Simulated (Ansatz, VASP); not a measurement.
# Two plane-wave programs on Au

```xyz
2
Lattice="2.9000 0.0000 0.0000 -1.4500 2.5115 0.0000 0.0000 0.0000 4.8800" Properties=species:S:1:pos:R:3 pbc="T T T"
Au    0.0000    1.6743    3.6600
Au    1.4500    0.8372    1.2200
```

Alike in both runs: task relaxation of cell and atoms; functional PBEsol; k mesh 18 × 18 × 10; occupations gaussian, width 0.1 eV; no spin polarisation.

|  | VASP | Ansatz |
| --- | --- | --- |
| version | VASP 6.6.1 | Ansatz 0.2.0 |
| potentials or method | VASP PAW PBE potentials, release 64 (Au), cutoff 600 eV | scalar-relativistic, plane waves, PAW |
| valence electrons in the cell | 22 | 38 |

Ansatz gave:

```
gap on the k mesh at the Fermi level, each at its own relaxed structure (eV) : none
relaxed volume (Å³/atom)                                                     : 17.03
relaxed cell length with the largest relative difference (Å)                 : 4.791
```

Problem. Estimate VASP's values.

Solution. gap on the k mesh at the Fermi level, each at its own relaxed structure (eV): none; relaxed volume (Å³/atom): 17.01; relaxed cell length with the largest relative difference (Å): 4.785.

VASP's potentials were made for PBE, not for PBEsol. A gap of «none» marks a metal or a gap that the smearing closes. VASP's potentials hold 22 valence electrons a cell and Ansatz's 38, so a difference there can come from the potentials and not from the codes.

Neither program's run includes spin-orbit coupling.
